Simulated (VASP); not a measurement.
Here is a VASP 6.6.1 calculation.

INCAR

```
SYSTEM = LiCl
ALGO     = Normal         ! electronic algorithm
EDIFF    = 1E-7           ! SCF threshold, eV
ENCUT    = 520            ! plane-wave cutoff, eV
GGA      = PE             ! functional
ISIF     = 2              ! what is computed and relaxed
ISMEAR   = 0              ! smearing method
LASPH    = .True.         ! aspherical terms in the spheres
LCHARG   = .False.        ! write CHGCAR
LREAL    = .False.        ! projectors in reciprocal space
LWAVE    = .False.        ! write WAVECAR
NBANDS   = 12             ! bands
NELM     = 60             ! most SCF steps
PREC     = Accurate       ! precision mode
SIGMA    = 0.01           ! smearing width, eV
```

Contents of KPOINTS:

```
k-points
0
Gamma
  8 8 8
  0 0 0
```

File POSCAR:

```
LiCl
1.0
    0.0000000000      2.7330425290      2.7330425290
    2.7330425290      0.0000000000      2.7330425290
    2.7330425290      2.7330425290      0.0000000000
Li Cl
1 1
Direct
    0.0000000000      0.0000000000      0.0000000000
    0.2500000000      0.2500000000      0.2500000000
```

Potentials or basis: VASP PAW PBE potentials, release 64 (Li_sv, Cl).

Command:

```sh
$ cat potpaw_PBE.64/Li_sv/POTCAR potpaw_PBE.64/Cl/POTCAR > POTCAR
$ mpirun -np 1 vasp_std > vasp.out
```

(1) What does it give for the band gap on the k mesh?

Results:

(1) 6.06 eV, direct.
